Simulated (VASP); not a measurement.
# K2MgZnF6 (P1) in VASP: single point with PBEsol

Aim: the single point of K2MgZnF6 with PBEsol.

All numbers are computed with VASP 6.6.1; they aren't measurements. Logs are shortened: lines on timing, memory, paths and dates and some standing lists are left out, and cuts for length are marked.

## (1) The cell of the first run

The typed cell holds 10 atoms: a = 8.020 Å, b = 4.010 Å, c = 4.010 Å, α = 90.00°, β = 90.00°, γ = 90.00°.

## (2) Single point, PBEsol

INCAR reads:

```
SYSTEM = K2MgZnF6
PREC = Accurate
ENCUT = 520
EDIFF = 1E-7
ISMEAR = -1
SIGMA = 0.05
LREAL = .FALSE.
LASPH = .TRUE.
NELM = 80
ALGO = Normal
ISIF = 2
LWAVE = .FALSE.
LCHARG = .FALSE.
GGA = PS
NBANDS = 48
```

KPOINTS reads:

```
Automatic mesh
0
Gamma
  2 2 2
  0.5 0.5 0.5
```

POSCAR reads:

```
K2MgZnF6
1.0
    8.0203580000      0.0000000000      0.0000000000
    0.0000000000      4.0101790000      0.0000000000
    0.0000000000      0.0000000000      4.0101790000
K Mg Zn F
2 1 1 6
Direct
    0.0004200000      0.9574760000      0.0370840000
    0.5140860000      0.0286830000      0.0247750000
    0.2216910000      0.4932990000      0.4846520000
    0.7444530000      0.5120430000      0.4686190000
    0.2381910000      0.4477240000      0.9805260000
    0.7530990000      0.4827970000      0.9986690000
    0.0065210000      0.5105380000      0.5191930000
    0.4965600000      0.4913830000      0.5136490000
    0.2514540000      0.9489690000      0.4709930000
    0.7324850000      0.9964700000      0.5106050000
```

Potentials or basis: VASP PAW PBE potentials, release 64 (K_sv, Mg, Zn, F).

The run is started by

```sh
$ cat potpaw_PBE.64/K_sv/POTCAR potpaw_PBE.64/Mg/POTCAR potpaw_PBE.64/Zn/POTCAR potpaw_PBE.64/F/POTCAR > POTCAR
$ mpirun -np 1 vasp_std > vasp.out
```

OUTCAR:

```text
SYSTEM = K2MgZnF6
   PREC = Accurate
   ENCUT = 520
   EDIFF = 1E-7
   ISMEAR = -1
   LREAL = .FALSE.
   LASPH = .TRUE.
   NELM = 80
   ISIF = 2
   GGA = PS

 ion  position               nearest neighbor table
   1  0.000  0.957  0.037-   7 2.64   9 2.66   7 2.74   5 2.75   6 2.75   5 2.80   3 3.14   4 3.22
                             3 3.31   3 3.39   3 3.56
   2  0.514  0.029  0.025-  10 2.62   6 2.65   8 2.70  10 2.71   8 2.77   9 2.78   5 2.78   4 3.22
                             4 3.30   3 3.52   3 3.68   3 3.70
   3  0.222  0.493  0.485-   7 1.73   9 1.84   5 2.00   5 2.03   9 2.20   8 2.21   1 3.14   1 3.31
                             1 3.39   2 3.52   1 3.56   2 3.68   2 3.70
   4  0.744  0.512  0.469-   6 1.89  10 1.95   8 2.00  10 2.08   7 2.11   6 2.13   2 3.22   1 3.22
                             2 3.30
   5  0.238  0.448  0.981-   3 2.00   3 2.03   1 2.75   2 2.78   1 2.80
   6  0.753  0.483  0.999-   4 1.89   4 2.13   2 2.65   1 2.75
   7  0.007  0.511  0.519-   3 1.73   4 2.11   1 2.64   1 2.74
   8  0.497  0.491  0.514-   4 2.00   3 2.21   2 2.70   2 2.77
   9  0.251  0.949  0.471-   3 1.84   3 2.20   1 2.66   2 2.78
  10  0.732  0.996  0.511-   4 1.95   4 2.08   2 2.62   2 2.71

  LATTYP: Found a simple tetragonal cell.
 ALAT       =     4.0101790000
 C/A-ratio  =     2.0000000000

  Lattice vectors:

 A1 = (   0.0000000000,   4.0101790000,   0.0000000000)
 A2 = (   0.0000000000,   0.0000000000,   4.0101790000)
 A3 = (   8.0203580000,   0.0000000000,   0.0000000000)

Analysis of symmetry for initial positions (statically):
=====================================================================
 Subroutine PRICEL returns:
 Original cell was already a primitive cell.

 Routine SETGRP: Setting up the symmetry group for a
 simple tetragonal supercell.

 Subroutine GETGRP returns: Found  1 space group operations
 (whereof  1 operations were pure point group operations)
 out of a pool of 16 trial point group operations.

The static configuration has the point symmetry C_1 .

Analysis of symmetry for dynamics (positions and initial velocities):
=====================================================================
 Subroutine PRICEL returns:
 Original cell was already a primitive cell.

 Routine SETGRP: Setting up the symmetry group for a
 simple tetragonal supercell.

 Subroutine GETGRP returns: Found  1 space group operations
 (whereof  1 operations were pure point group operations)
 out of a pool of 16 trial point group operations.

The dynamic configuration has the point symmetry C_1 .

 Subroutine INISYM returns: Found  1 space group operations
 (whereof  1 operations are pure point group operations),
 and found     1 'primitive' translations

----------------------------------------------------------------------------------------

                                     Primitive cell

  volume of cell :     128.9797

  direct lattice vectors                    reciprocal lattice vectors
     8.020358000  0.000000000  0.000000000     0.124682714  0.000000000  0.000000000
     0.000000000  4.010179000  0.000000000     0.000000000  0.249365427  0.000000000
     0.000000000  0.000000000  4.010179000     0.000000000  0.000000000  0.249365427

  length of vectors
     8.020358000  4.010179000  4.010179000     0.124682714  0.249365427  0.249365427

  position of ions in fractional coordinates (direct lattice)
     0.000420000  0.957476000  0.037084000
     0.514086000  0.028683000  0.024775000
     0.221691000  0.493299000  0.484652000
     0.744453000  0.512043000  0.468619000
     0.238191000  0.447724000  0.980526000
     0.753099000  0.482797000  0.998669000
     0.006521000  0.510538000  0.519193000
     0.496560000  0.491383000  0.513649000
     0.251454000  0.948969000  0.470993000
     0.732485000  0.996470000  0.510605000

  ion indices of the primitive-cell ions
   primitive index   ion index
                 1           1
                 2           2
                 3           3
                 4           4
                 5           5
                 6           6
                 7           7
                 8           8
                 9           9
                10          10

----------------------------------------------------------------------------------------

 KPOINTS: Automatic mesh

Automatic generation of k-mesh.
 Grid dimensions read from file:
 generate k-points for:    2    2    2

 Generating k-lattice:

  Cartesian coordinates                     Fractional coordinates (reciprocal lattice)
     0.062341357  0.000000000  0.000000000     0.500000000  0.000000000  0.000000000
     0.000000000  0.124682714  0.000000000     0.000000000  0.500000000  0.000000000
     0.000000000  0.000000000  0.124682714     0.000000000  0.000000000  0.500000000

  Length of vectors
     0.062341357  0.124682714  0.124682714

  Shift w.r.t. Gamma in fractional coordinates (k-lattice)
     0.500000000  0.500000000  0.500000000

 Subroutine IBZKPT returns following result:
 ===========================================

 Found      4 irreducible k-points:

 Following reciprocal coordinates:
            Coordinates               Weight
  0.250000  0.250000  0.250000      2.000000
  0.250000 -0.250000  0.250000      2.000000
  0.250000 -0.250000 -0.250000      2.000000
  0.250000  0.250000 -0.250000      2.000000
   k-points           NKPTS =      4   k-points in BZ     NKDIM =      4   number of bands    NBANDS=     48
   number of dos      NEDOS =    301   number of ions     NIONS =     10
   total plane-waves  NPLWV =  54000
   dimension x,y,z NGX =    60 NGY =   30 NGZ =   30
   dimension x,y,z NGXF=   120 NGYF=   60 NGZF=   60
   ions per type =               2   1   1   6
   NGX,Y,Z   is equivalent  to a cutoff of  12.44, 12.44, 12.44 a.u.
   NGXF,Y,Z  is equivalent  to a cutoff of  24.87, 24.87, 24.87 a.u.
 SYSTEM =  K2MgZnF6
   PREC   = accura    normal or accurate (medium, high low for compatibility)
   ISTART =      0    job   : 0-new  1-cont  2-samecut
   ICHARG =      2    charge: 1-file 2-atom 10-const
   ISPIN  =      1    spin polarized calculation?
   LNONCOLLINEAR =      F non collinear calculations
   LSORBIT =      F    spin-orbit coupling
   LASPH  =      T    aspherical Exc in radial PAW
   ENCUT  =  520.0 eV  38.22 Ry    6.18 a.u.  14.91  7.46  7.46*2*pi/ulx,y,z
   NELM   =     80;   NELMIN=  2; NELMDL= -5     # of ELM steps
   EDIFF  = 0.1E-06   stopping-criterion for ELM
   LREAL  =      F    real-space projection
   EDIFFG = 0.1E-05   stopping-criterion for IOM
   NSW    =      0    number of steps for IOM
   IBRION =     -1    ionic relax: 0-MD 1-quasi-New 2-CG
   NFREE  =      0    steps in history (QN), initial steepest desc. (CG)
   ISIF   =      2    stress and relaxation
   ISYM   =      2    0-nonsym 1-usesym 2-fastsym
   POTIM  = 0.5000    time-step for ionic-motion
   TEBEG  =    0.0;   TEEND  =   0.0 temperature during run
   PSTRESS=    0.0 pullay stress
   NELECT =      74.0000    total number of electrons
   NUPDOWN=      -1.0000    fix difference up-down
   EMIN   =  10.00;   EMAX   =-10.00  energy-range for DOS
   EFERMI =   0.00;   METHOD = LEGACY
   ISMEAR =    -1;   SIGMA  =   0.05  broadening in eV -4-tet -1-fermi 0-gaus
   EFERMI_NEDOS =   21; number of points for ismear=-14 and -15
   IALGO  =     38    algorithm
   IMIX   =      4    mixing-type and parameters
     AMIX     =   0.40;   BMIX     =  1.00
     AMIX_MAG =   1.60;   BMIX_MAG =  1.00
  volume/ion in A,a.u.               =      12.90        87.04
  Fermi-wavevector in a.u.,A,eV,Ry     =   1.360332  2.570655 25.177632  1.850504
  Thomas-Fermi vector in A             =   2.487003
   LORBIT       =      0    0 simple, 1 ext, 2 COOP (PROOUT), +10 PAW based schemes
   GGA     = PS    functional components
   LHFCALC =     F    Hartree Fock is set to
   AEXX    =    0.0000 exact exchange contribution
   IVDW    =     0    specifies the selected vdW correction
   LEPSILON=     F    determine dielectric tensor
   LRPA    =     F    only Hartree local field effects (RPA)
 non-spin polarized calculation
  energy-cutoff  :      520.00
  volume of cell :      128.98
 maximum number of plane-waves:      3467
 NGX is ok and might be reduce to    60
   NGX = 29   NGY = 15   NGZ = 15

 number of electron      73.9999984 magnetization

 Free energy of the ion-electron system (eV)
  ---------------------------------------------------
  ext. energy  EPLUGINS =         0.00000000
  ---------------------------------------------------
  free energy    TOTEN  =       -45.70661178 eV

  energy without entropy =      -45.70661178  energy(sigma->0) =      -45.70661178

 E-fermi :  -0.3663     XC(G=0): -10.0523

 val. band max:       -1.5603643936   @ k =   0.2500  -0.2500   0.2500
 cond. band min:       5.5431354278   @ k =   0.2500   0.2500  -0.2500
 fundamental gap:      7.1034998214
 Fermi energy:        -0.3663148011

 k-point     1 :       0.2500    0.2500    0.2500
  band No.  band energies     occupation
      1     -27.7545      2.00000
      2     -27.0682      2.00000
      3     -22.4051      2.00000
      4     -22.1252      2.00000
      5     -21.8757      2.00000
      6     -21.3405      2.00000
[... 40 lines left out ...]
     47      10.4973      0.00000
     48      10.8253      0.00000

 k-point     2 :       0.2500   -0.2500    0.2500
  band No.  band energies     occupation
      1     -27.7544      2.00000
      2     -27.0682      2.00000
      3     -22.4059      2.00000
      4     -22.1257      2.00000
      5     -21.8751      2.00000
      6     -21.3414      2.00000
[... 40 lines left out ...]
     47      10.4386      0.00000
     48      10.6788      0.00000

 k-point     3 :       0.2500   -0.2500   -0.2500
  band No.  band energies     occupation
      1     -27.7545      2.00000
      2     -27.0682      2.00000
      3     -22.4051      2.00000
      4     -22.1251      2.00000
      5     -21.8759      2.00000
      6     -21.3404      2.00000
[... 40 lines left out ...]
     47      10.4583      0.00000
     48      10.8740      0.00000

 k-point     4 :       0.2500    0.2500   -0.2500
  band No.  band energies     occupation
      1     -27.7544      2.00000
      2     -27.0682      2.00000
      3     -22.4060      2.00000
      4     -22.1254      2.00000
      5     -21.8750      2.00000
      6     -21.3419      2.00000
[... 40 lines left out ...]
     47      10.5187      0.00000
     48      10.6779      0.00000

------------------------ aborting loop because EDIFF is reached ----------------------------------------

  FORCE on cell =-STRESS in cart. coord.  units (eV):
  Direction    XX          YY          ZZ          XY          YZ          ZX
  --------------------------------------------------------------------------------------
  -------------------------------------------------------------------------------------
  Total        4.8410222      2.8255523      1.8950117      0.3027425     -0.1351957      0.0428978
  in kB       60.1348710     35.0988321     23.5397151      3.7606486     -1.6793919      0.5328734
  external PRESSURE =      39.5911394 kB  Pullay stress =       0.0000000 kB

 VOLUME and BASIS-vectors are now :
 -----------------------------------------------------------------------------
  energy-cutoff  :      520.00
  volume of cell :      128.98
      direct lattice vectors                 reciprocal lattice vectors
     8.020358000  0.000000000  0.000000000     0.124682714  0.000000000  0.000000000
     0.000000000  4.010179000  0.000000000     0.000000000  0.249365427  0.000000000
     0.000000000  0.000000000  4.010179000     0.000000000  0.000000000  0.249365427

 POSITION                                       TOTAL-FORCE (eV/Angst)
 -----------------------------------------------------------------------------------
      0.00337      3.83965      0.14871        -0.051202      0.317773     -0.442597
      4.12315      0.11502      0.09935        -0.591966     -0.243811     -0.304069
      1.77804      1.97822      1.94354         3.910938     -1.443371      0.028697
      5.97078      2.05338      1.87925        -0.243995     -0.504681      1.349987
      1.91038      1.79545      3.93208        -0.199296      0.074147      0.393776
      6.04012      1.93610      4.00484         0.298424      0.078707     -0.806117
      0.05230      2.04735      2.08206        -3.108820     -0.211360     -0.076614
      3.98259      1.97053      2.05982        -0.313250     -0.047325     -0.161419
      2.01675      3.80554      1.88877        -0.258332      1.608308      0.043299
      5.87479      3.99602      2.04762         0.557499      0.371613     -0.024941
 -----------------------------------------------------------------------------------
    total drift:                               -0.003897     -0.000072     -0.002944

  FREE ENERGIE OF THE ION-ELECTRON SYSTEM (eV)
  ---------------------------------------------------
  free  energy   TOTEN  =       -45.7066117792 eV

  energy  without entropy=      -45.7066117791  energy(sigma->0) =      -45.70661178
```

Wall time 42 s (1 thread of Intel Xeon Platinum 8488C (Sapphire Rapids), shared host); peak memory 0.23 GiB.

What came out:

* Free energy: -45.7066 eV
* Pressure: 4.0 GPa
* Largest force: 4.169 eV/Å
* Band gap on the k mesh: 7.10 eV, indirect (the least direct gap lies 4.4 meV higher)

Forces on the atoms (eV/Å):
```
K   -0.051  0.318 -0.443
K   -0.592 -0.244 -0.304
Mg   3.911 -1.443  0.029
Zn  -0.244 -0.505  1.350
F   -0.199  0.074  0.394
F    0.298  0.079 -0.806
F   -3.109 -0.211 -0.077
F   -0.313 -0.047 -0.161
F   -0.258  1.608  0.043
F    0.557  0.372 -0.025
```

Levels at points of the mesh, in eV from the valence-band top:
| k point | band 35 | band 36 | band 37 | band 38 | band 39 | band 40 |
| --- | --- | --- | --- | --- | --- | --- |
| (0.25, 0.25, 0.25) | -0.39 | -0.09 | -0.01 | 7.11 | 9.18 | 10.15 |

Caveat: the k points lie up to 0.78 Å⁻¹ apart; the PAW data sets were made with another functional, which shifts forces and pressure a little.
